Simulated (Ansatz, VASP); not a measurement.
## Two plane-wave programs on AlN

```xyz
4
Lattice="3.1110 0.0000 0.0000 -1.5555 2.6942 0.0000 0.0000 0.0000 4.9780" Properties=species:S:1:pos:R:3 pbc="T T T"
Al    0.0000    1.7961    0.0000
Al    1.5555    0.8981    2.4890
N    -0.0825    1.7485    1.9469
N     1.4730    0.8504    4.4359
```

Change from the starting cell: all N atoms moved +0.100 Å, as atom 3 towards its neighbour atom 2 (Al) at 1.885 Å.

Alike in both runs: task single point; functional PBE; k mesh 9 × 9 × 6; occupations gaussian, width 0.05 eV; no spin polarisation.

|  | VASP | Ansatz |
| --- | --- | --- |
| version | VASP 6.6.1 | Ansatz 0.2.0 |
| potentials or method | VASP PAW PBE potentials, release 64 (Al, N), cutoff 520 eV | scalar-relativistic, plane waves, PAW |
| valence electrons in the cell | 16 | 16 |

|  | VASP | Ansatz | Ansatz less VASP |
| --- | --- | --- | --- |
| gap on the k mesh at the Fermi level (eV) | 4.01 | 4.00 | -0.011 |
| least direct gap on the mesh (eV) | 4.01 | 4.00 | -0.011 |
| pressure (GPa) | 5.2 | 5.4 | +0.24 |
| traceless stress, the component that is largest in VASP (GPa) | -4.76 | -4.78 | -0.020 |
| rms of the force components (eV/Å) | 1.016 | 1.011 | -0.0044 |

Atom by atom the forces differ by 0.005 eV/Å (rms over components). The functional is the same, so the differences come from potentials, cutoffs and numerics.
